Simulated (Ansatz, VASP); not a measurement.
# TiO2 in VASP and in Ansatz

```
Ti O
1.0
     4.59645    0.00000    0.00000
     0.00000    4.59645    0.00000
     0.00000    0.00000    2.95405
Ti O
2 4
Direct
  0.50000 0.50000 0.00000
  0.00000 0.00000 0.50000
  0.69536 0.69536 0.50000
  0.80464 0.19536 0.00000
  0.19536 0.80464 0.00000
  0.30464 0.30464 0.50000
```

Alike in both runs: functional r2SCAN; k mesh 6 × 6 × 10; occupations gaussian, width 0.02 eV; no spin polarisation.

Ansatz relaxed the structure, and its values are those at the end. VASP's run is a single point on that final structure, the one shown.

|  | VASP | Ansatz |
| --- | --- | --- |
| version | VASP 6.6.1 | Ansatz 0.2.0 |
| potentials or method | VASP PAW PBE potentials, release 64 (Ti_sv, O), cutoff 520 eV | scalar-relativistic, plane waves, PAW |
| valence electrons in the cell | 48 | 48 |

|  | VASP | Ansatz | Ansatz less VASP |
| --- | --- | --- | --- |
| gap on the k mesh at the Fermi level (eV) | 2.23 | 2.22 | -0.009 |
| least direct gap on the mesh (eV) | 2.23 | 2.22 | -0.009 |
| pressure (GPa) | 1.3 | 0.0 | -1.26 |
| rms of the force components (eV/Å) | 0.018 | 0.002 | -0.0158 |

VASP's potentials were made for PBE, not for r2SCAN.
